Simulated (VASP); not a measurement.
Input of a VASP 6.6.1 run:

File INCAR:

```
PREC = Accurate
ENCUT = 500
EDIFF = 1E-6
ISMEAR = 0
SIGMA = 0.01
LREAL = F
LASPH = T
NELM = 120
ALGO = Normal
ISIF = 2
LWAVE = F
LCHARG = T
GGA = PS
LELF = T
LVHAR = T
NBANDS = 16
GGA_COMPAT = F
```

Contents of KPOINTS:

```
regular mesh
0
Gamma
  6 6 6
```

The input POSCAR:

```
AgCl
1.0
    0.0000000000      2.7731725637      2.7731725637
    2.7731725637      0.0000000000      2.7731725637
    2.7731725637      2.7731725637      0.0000000000
Ag Cl
1 1
Direct
    0.0000000000      0.0000000000      0.0000000000
    0.5000000000      0.5000000000      0.5000000000
```

Potentials or basis: VASP PAW PBE potentials, release 64 (Ag, Cl).

Command:

```sh
$ cat potpaw_PBE.64/Ag/POTCAR potpaw_PBE.64/Cl/POTCAR > POTCAR
$ mpirun -np 1 vasp_std > vasp.out
```

Problem. Estimate the pressure.

Solution. -2.7 GPa.

Problem. Estimate the band gap on the k mesh.

Solution. 0.73 eV (least direct gap 3.06 eV).

Caveat: the PAW data sets were made with another functional, which shifts forces and pressure a little. PBEsol gaps usually lie below the measured ones, often by a third to a half.
